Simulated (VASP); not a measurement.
# H12CO5 in VASP: single point with LDA

Aim: the single point of H12CO5 with LDA.

All numbers are computed with VASP 6.6.1; they aren't measurements. Logs are shortened: lines on timing, memory, paths and dates and some standing lists are left out, and cuts for length are marked.

### Step 1. The cell of the first run

The cell holds a disordered packing, 18 atoms: a = 5.718 Å, b = 5.718 Å, c = 5.718 Å, α = 90.00°, β = 90.00°, γ = 90.00°.

### Step 2. Single point, LDA

Input file INCAR:

```
PREC = Accurate
ENCUT = 1000
EDIFF = 1E-6
ISMEAR = -1
SIGMA = 0.05
LREAL = Auto
LASPH = True
NELM = 120
ALGO = Normal
ISIF = 2
LWAVE = False
LCHARG = False
NBANDS = 38
GGA_COMPAT = False
```

Input file KPOINTS:

```
regular mesh
0
Gamma
  1 1 1
```

Input file POSCAR:

```
H12CO5
1.0
    5.7184790000      0.0000000000      0.0000000000
    0.0000000000      5.7184790000      0.0000000000
    0.0000000000      0.0000000000      5.7184790000
O H C
5 12 1
Direct
    0.8277248311      0.7945944626      0.4835396009
    0.0847553766      0.3422514606      0.0485762781
    0.3443064144      0.0205110692      0.9155643425
    0.1700659919      0.6283822049      0.7304253852
    0.6621937586      0.1839732693      0.6284181049
    0.9625791302      0.7219122744      0.5756923728
    0.8665286268      0.7816513732      0.3185304549
    0.1856081177      0.1981269189     -0.0097056276
    0.1510154949      0.3785730676      0.2010351587
    0.4741754950      0.0827354192      0.8150680279
    0.2812933886     -0.1256371928      0.8414940194
    0.1284036200      0.5109175119      0.8698451550
    0.2944405672      0.5508409616      0.6429584282
    0.5506690505      0.4830509117      0.4672549949
    0.7368072503      0.0326083899      0.5685819133
    0.6119098106      0.2471843621      0.2719419355
    0.3487884209      0.2302633703      0.4474905112
    0.5369969547      0.2897873655      0.4470396442
```

Potentials or basis: VASP PAW LDA potentials, release 64 (O_h, H_h, C_h).

Started as:

```bash
cat potpaw_LDA.64/O_h/POTCAR potpaw_LDA.64/H_h/POTCAR potpaw_LDA.64/C_h/POTCAR > POTCAR
mpirun -np 1 vasp_gam > vasp.out
```

OUTCAR:

```text
PREC = Accurate
   ENCUT = 1000
   EDIFF = 1E-6
   ISMEAR = -1
   LREAL = Auto
   LASPH = True
   NELM = 120
   ISIF = 2

 ion  position               nearest neighbor table
   1  0.828  0.795  0.484-   7 0.97   6 1.02
   2  0.085  0.342  0.049-   9 0.97   8 1.06
   3  0.344  0.021  0.916-  11 1.00  10 1.00
   4  0.170  0.628  0.730-  13 0.98  12 1.07
   5  0.662  0.184  0.628-  15 1.02  18 1.40
   6  0.963  0.722  0.576-   1 1.02
   7  0.867  0.782  0.319-   1 0.97
   8  0.186  0.198  0.990-   2 1.06
   9  0.151  0.379  0.201-   2 0.97
  10  0.474  0.083  0.815-   3 1.00
  11  0.281  0.874  0.841-   3 1.00
  12  0.128  0.511  0.870-   4 1.07
  13  0.294  0.551  0.643-   4 0.98
  14  0.551  0.483  0.467-  18 1.11
  15  0.737  0.033  0.569-   5 1.02
  16  0.612  0.247  0.272-  18 1.12
  17  0.349  0.230  0.447-  18 1.13
  18  0.537  0.290  0.447-  14 1.11  16 1.12  17 1.13   5 1.40

  LATTYP: Found a simple cubic cell.
 ALAT       =     5.7184790000

  Lattice vectors:

 A1 = (   5.7184790000,   0.0000000000,   0.0000000000)
 A2 = (   0.0000000000,   5.7184790000,   0.0000000000)
 A3 = (   0.0000000000,   0.0000000000,   5.7184790000)

Analysis of symmetry for initial positions (statically):
=====================================================================
 Subroutine PRICEL returns:
 Original cell was already a primitive cell.

 Routine SETGRP: Setting up the symmetry group for a
 simple cubic supercell.

 Subroutine GETGRP returns: Found  1 space group operations
 (whereof  1 operations were pure point group operations)
 out of a pool of 48 trial point group operations.

The static configuration has the point symmetry C_1 .

Analysis of symmetry for dynamics (positions and initial velocities):
=====================================================================
 Subroutine PRICEL returns:
 Original cell was already a primitive cell.

 Routine SETGRP: Setting up the symmetry group for a
 simple cubic supercell.

 Subroutine GETGRP returns: Found  1 space group operations
 (whereof  1 operations were pure point group operations)
 out of a pool of 48 trial point group operations.

The dynamic configuration has the point symmetry C_1 .

 Subroutine INISYM returns: Found  1 space group operations
 (whereof  1 operations are pure point group operations),
 and found     1 'primitive' translations

----------------------------------------------------------------------------------------

                                     Primitive cell

  volume of cell :     187.0000

  direct lattice vectors                    reciprocal lattice vectors
     5.718479000  0.000000000  0.000000000     0.174871675  0.000000000  0.000000000
     0.000000000  5.718479000  0.000000000     0.000000000  0.174871675  0.000000000
     0.000000000  0.000000000  5.718479000     0.000000000  0.000000000  0.174871675

  length of vectors
     5.718479000  5.718479000  5.718479000     0.174871675  0.174871675  0.174871675

  position of ions in fractional coordinates (direct lattice)
     0.827724831  0.794594463  0.483539601
     0.084755377  0.342251461  0.048576278
     0.344306414  0.020511069  0.915564342
     0.170065992  0.628382205  0.730425385
     0.662193759  0.183973269  0.628418105
     0.962579130  0.721912274  0.575692373
[... 10 lines left out ...]
     0.348788421  0.230263370  0.447490511
     0.536996955  0.289787365  0.447039644

  ion indices of the primitive-cell ions
   primitive index   ion index
                 1           1
                 2           2
                 3           3
                 4           4
                 5           5
                 6           6
[... 10 lines left out ...]
                17          17
                18          18

----------------------------------------------------------------------------------------

 KPOINTS: regular mesh

Automatic generation of k-mesh.
 Grid dimensions read from file:
 generate k-points for:    1    1    1

 Generating k-lattice:

  Cartesian coordinates                     Fractional coordinates (reciprocal lattice)
     0.174871675  0.000000000  0.000000000     1.000000000  0.000000000  0.000000000
     0.000000000  0.174871675  0.000000000     0.000000000  1.000000000  0.000000000
     0.000000000  0.000000000  0.174871675     0.000000000  0.000000000  1.000000000

  Length of vectors
     0.174871675  0.174871675  0.174871675

  Shift w.r.t. Gamma in fractional coordinates (k-lattice)
     0.000000000  0.000000000  0.000000000

 Subroutine IBZKPT returns following result:
 ===========================================

 Found      1 irreducible k-points:

 Following reciprocal coordinates:
            Coordinates               Weight
  0.000000  0.000000  0.000000      1.000000
   k-points           NKPTS =      1   k-points in BZ     NKDIM =      1   number of bands    NBANDS=     38
   number of dos      NEDOS =    301   number of ions     NIONS =     18
   total plane-waves  NPLWV = 216000
   dimension x,y,z NGX =    60 NGY =   60 NGZ =   60
   dimension x,y,z NGXF=   120 NGYF=  120 NGZF=  120
   ions per type =               5  12   1
   NGX,Y,Z   is equivalent  to a cutoff of  17.44, 17.44, 17.44 a.u.
   NGXF,Y,Z  is equivalent  to a cutoff of  34.89, 34.89, 34.89 a.u.
 SYSTEM =  unknown system
   PREC   = accura    normal or accurate (medium, high low for compatibility)
   ISTART =      0    job   : 0-new  1-cont  2-samecut
   ICHARG =      2    charge: 1-file 2-atom 10-const
   ISPIN  =      1    spin polarized calculation?
   LNONCOLLINEAR =      F non collinear calculations
   LSORBIT =      F    spin-orbit coupling
   LASPH  =      T    aspherical Exc in radial PAW
   ENCUT  = 1000.0 eV  73.50 Ry    8.57 a.u.  14.74 14.74 14.74*2*pi/ulx,y,z
   NELM   =    120;   NELMIN=  2; NELMDL= -5     # of ELM steps
   EDIFF  = 0.1E-05   stopping-criterion for ELM
   LREAL  =      T    real-space projection
   EDIFFG = 0.1E-04   stopping-criterion for IOM
   NSW    =      0    number of steps for IOM
   IBRION =     -1    ionic relax: 0-MD 1-quasi-New 2-CG
   NFREE  =      0    steps in history (QN), initial steepest desc. (CG)
   ISIF   =      2    stress and relaxation
   ISYM   =      2    0-nonsym 1-usesym 2-fastsym
   POTIM  = 0.5000    time-step for ionic-motion
   TEBEG  =    0.0;   TEEND  =   0.0 temperature during run
   PSTRESS=    0.0 pullay stress
   NELECT =      46.0000    total number of electrons
   NUPDOWN=      -1.0000    fix difference up-down
   EMIN   =  10.00;   EMAX   =-10.00  energy-range for DOS
   EFERMI =   0.00;   METHOD = LEGACY
   ISMEAR =    -1;   SIGMA  =   0.05  broadening in eV -4-tet -1-fermi 0-gaus
   EFERMI_NEDOS =   21; number of points for ismear=-14 and -15
   IALGO  =     38    algorithm
   IMIX   =      4    mixing-type and parameters
     AMIX     =   0.40;   BMIX     =  1.00
     AMIX_MAG =   1.60;   BMIX_MAG =  1.00
  volume/ion in A,a.u.               =      10.39        70.11
  Fermi-wavevector in a.u.,A,eV,Ry     =   1.025763  1.938410 14.315903  1.052189
  Thomas-Fermi vector in A             =   2.159620
   LORBIT       =      0    0 simple, 1 ext, 2 COOP (PROOUT), +10 PAW based schemes
   GGA     = CA    functional components
   LHFCALC =     F    Hartree Fock is set to
   AEXX    =    0.0000 exact exchange contribution
   IVDW    =     0    specifies the selected vdW correction
   LEPSILON=     F    determine dielectric tensor
   LRPA    =     F    only Hartree local field effects (RPA)
 non-spin polarized calculation
  energy-cutoff  :     1000.00
  volume of cell :      187.00
 maximum number of plane-waves:      6699
 NGX is ok and might be reduce to    60
   NGX = 29   NGY = 29   NGZ = 29

 number of electron      45.9999997 magnetization

 Free energy of the ion-electron system (eV)
  ---------------------------------------------------
  ext. energy  EPLUGINS =         0.00000000
  ---------------------------------------------------
  free energy    TOTEN  =       -94.99515234 eV

  energy without entropy =      -94.99515234  energy(sigma->0) =      -94.99515234

 E-fermi :  -1.9944     XC(G=0):  -7.0924

 val. band max:       -3.2423824917   @ k =   0.0000   0.0000   0.0000
 cond. band min:       1.1549988923   @ k =   0.0000   0.0000   0.0000
 fundamental gap:      4.3973813840
 Fermi energy:        -1.9944231197

 k-point     1 :       0.0000    0.0000    0.0000
  band No.  band energies     occupation
      1     -22.4479      2.00000
      2     -22.0486      2.00000
      3     -21.6804      2.00000
      4     -21.1948      2.00000
      5     -20.8933      2.00000
      6     -13.4791      2.00000
[... 27 lines left out ...]
     34       7.7658      0.00000
     35       8.3347      0.00000
 [bands above 35 left out]

------------------------ aborting loop because EDIFF is reached ----------------------------------------

  FORCE on cell =-STRESS in cart. coord.  units (eV):
  Direction    XX          YY          ZZ          XY          YZ          ZX
  --------------------------------------------------------------------------------------
  -------------------------------------------------------------------------------------
  Total       -1.0454598     -0.6390183     -1.1435775     -0.0605024      0.1365208      0.0267166
  in kB       -8.9572839     -5.4749772     -9.7979360     -0.5183722      1.1696821      0.2289023
  external PRESSURE =      -8.0767324 kB  Pullay stress =       0.0000000 kB

 VOLUME and BASIS-vectors are now :
 -----------------------------------------------------------------------------
  energy-cutoff  :     1000.00
  volume of cell :      187.00
      direct lattice vectors                 reciprocal lattice vectors
     5.718479000  0.000000000  0.000000000     0.174871675  0.000000000  0.000000000
     0.000000000  5.718479000  0.000000000     0.000000000  0.174871675  0.000000000
     0.000000000  0.000000000  5.718479000     0.000000000  0.000000000  0.174871675

 POSITION                                       TOTAL-FORCE (eV/Angst)
 -----------------------------------------------------------------------------------
      4.73333      4.54387      2.76511        -0.000315     -0.088152      0.039396
      0.48467      1.95716      0.27778        -0.061196     -0.020823     -0.034900
      1.96891      0.11729      5.23564        -0.229622     -0.114173      0.195860
      0.97252      3.59339      4.17692        -0.134432      0.104463      0.108410
      3.78674      1.05205      3.59360        -0.012612      0.029260      0.059387
      5.50449      4.12824      3.29208        -0.002892      0.019055      0.004598
[... 10 lines left out ...]
      1.99454      1.31676      2.55897         0.185336      0.108898      0.021569
      3.07081      1.65714      2.55639        -0.098911     -0.067274     -0.190762
 -----------------------------------------------------------------------------------
    total drift:                               -0.002232     -0.002224      0.000705

  FREE ENERGIE OF THE ION-ELECTRON SYSTEM (eV)
  ---------------------------------------------------
  free  energy   TOTEN  =       -94.9951523388 eV

  energy  without entropy=      -94.9951523387  energy(sigma->0) =      -94.99515234
```

Wall time 18 s (1 thread of Intel Xeon 6975P-C (Granite Rapids), shared host); peak memory 0.34 GiB.

What came out:

```yaml
Free_energy: -94.9952 eV
Pressure: -0.8 GPa
Largest_force: 0.323 eV/Å
```

Forces on the atoms (eV/Å):
```
O    0.000 -0.088  0.039
O   -0.061 -0.021 -0.035
O   -0.230 -0.114  0.196
O   -0.134  0.104  0.108
O   -0.013  0.029  0.059
H   -0.003  0.019  0.005
H   -0.008  0.044 -0.034
H    0.035 -0.062 -0.042
H    0.014  0.047  0.135
H    0.237  0.106 -0.186
H   -0.015 -0.025 -0.010
H   -0.012  0.042 -0.032
H    0.096 -0.039 -0.081
H    0.046 -0.073 -0.032
H    0.060 -0.060 -0.046
H   -0.097  0.049  0.124
H    0.185  0.109  0.022
C   -0.099 -0.067 -0.191
```

Levels at points of the mesh, in eV from the Fermi level:
| k point | band 21 | band 22 | band 23 | band 24 | band 25 | band 26 |
| --- | --- | --- | --- | --- | --- | --- |
| (0.00, 0.00, 0.00) | -2.00 | -1.87 | -1.25 | 3.15 | 5.92 | 6.40 |

Caveat: the k points lie up to 1.10 Å⁻¹ apart, too coarse for converged energies, forces and pressures.
